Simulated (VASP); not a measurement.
**TiAl: single point with PBE**

The system is TiAl.

```
Ti Al
1.0
     2.80890    0.00000    0.00000
    -1.40445    2.43258    0.00000
     0.00000    0.00000    4.92730
Ti Al
1 1
Direct
  0.00000 0.00000 0.00000
  0.33333 0.66667 0.50000
```

- Program: VASP 6.6.1
- Task: single point
- Functional: PBE
- Potentials or basis: VASP PAW PBE potentials, release 64 (Ti_sv, Al)
- Cutoff: 520 eV
- k mesh: 18 × 18 × 10
- Occupations: gaussian, width 0.15 eV
- Spin: no spin polarisation

```json
{
 "Pressure": "-1.1 GPa"
}
```

Stress tensor (GPa, compression positive):
```
 3.20  0.00  0.00
 0.00  3.20  0.00
 0.00  0.00 -9.84
```

Levels at points of the mesh, in eV from the Fermi level:
```
           k point  band 5  band 6  band 7  band 8  band 9  band 10
(0.00, 0.00, 0.00)   -9.08   -2.64   -2.40    1.27    1.27     2.90
(0.50, 0.00, 0.00)   -3.61   -2.70   -1.59   -1.16    2.22     3.72
(0.00, 0.00, 0.50)   -8.38   -5.41   -0.85    1.27    1.27     2.86
(0.50, 0.00, 0.50)   -3.54   -2.52   -1.89    0.61    0.86     2.10
```

It took 62 s on 1 thread of Intel(R) Xeon(R) Platinum 8259CL CPU @ 2.50GHz (Skylake/Cascade Lake), on a shared host, peak memory 0.24 GiB.
